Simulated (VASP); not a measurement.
Write the native input for VASP 6.6.1 that does the following.

- Task: relaxation of cell and atoms
- Functional: PBE
- Potentials or basis: VASP PAW PBE potentials, release 64 (Al, Mo_sv, C)
- Cutoff: 600 eV
- k mesh: 4 × 4 × 4
- Occupations: gaussian, width 0.1 eV
- Spin: no spin polarisation
- Dipole correction: no
- Further INCAR settings: ALGO = Normal; EDIFF = 1e-06; IBRION = 2; EDIFFG = -0.04; NSW = 90; ISIF = 3

The structure of AlMo3C lies in POSCAR:

```
AlMo3C
1.0
    4.3747603900      0.0000000000      0.0000000000
    0.0000000000      4.3747603900      0.0000000000
    0.0000000000      0.0000000000      4.9696926300
Al Mo C
1 3 1
Direct
    0.0000000000      0.0000000000      0.0000000000
    0.0000000000      0.0000000000      0.5000000000
    0.0000000000      0.5000000000      0.7643185400
    0.5000000000      0.0000000000      0.2356814600
    0.5000000000      0.5000000000      0.0000000000
```

The cell was generated, and may not be a known phase.

These files were run (other wordings do the same):

INCAR

```
SYSTEM = AlMo3C
  PREC = Accurate
  ENCUT = 600
  EDIFF = 1E-6
  ISMEAR = 0
  SIGMA = 0.1
  LREAL = .FALSE.
  LASPH = .TRUE.
  NELM = 80
  ALGO = Normal
  ISIF = 3
  LWAVE = .FALSE.
  LCHARG = .FALSE.
  GGA = PE
  IBRION = 2
  NSW = 90
  EDIFFG = -0.04
```

KPOINTS

```
regular mesh
0
G
  4 4 4
  0 0 0
```

Potentials or basis: VASP PAW PBE potentials, release 64 (Al, Mo_sv, C).

The run is started by

```bash
$ cat potpaw_PBE.64/Al/POTCAR potpaw_PBE.64/Mo_sv/POTCAR potpaw_PBE.64/C/POTCAR > POTCAR
$ mpirun -np 1 vasp_std > vasp.out
```

It gave:

- Relaxed volume: 14.37 Å³/atom
- Relaxed cell: a = 2.972 Å, b = 2.972 Å, c = 8.134 Å, α = 90.00°, β = 90.00°, γ = 90.00°
- Space group after relaxing (to 0.1 Å): P-4m2 (No. 115)
- Energy gained by relaxing: 939.0 meV/atom
- Ionic steps: 39
- Pressure after relaxing: 0.0 GPa
- Largest force after relaxing: 0.006 eV/Å
- Band gap on the k mesh: zero (an odd number of electrons rules out a gap without spin polarisation)

Caveat: the volume moved by over 15 % at a fixed basis, so the end points are rough.

Run time: 26 min on 1 thread of Intel Xeon 8259CL (shared host), peak memory 0.27 GiB.
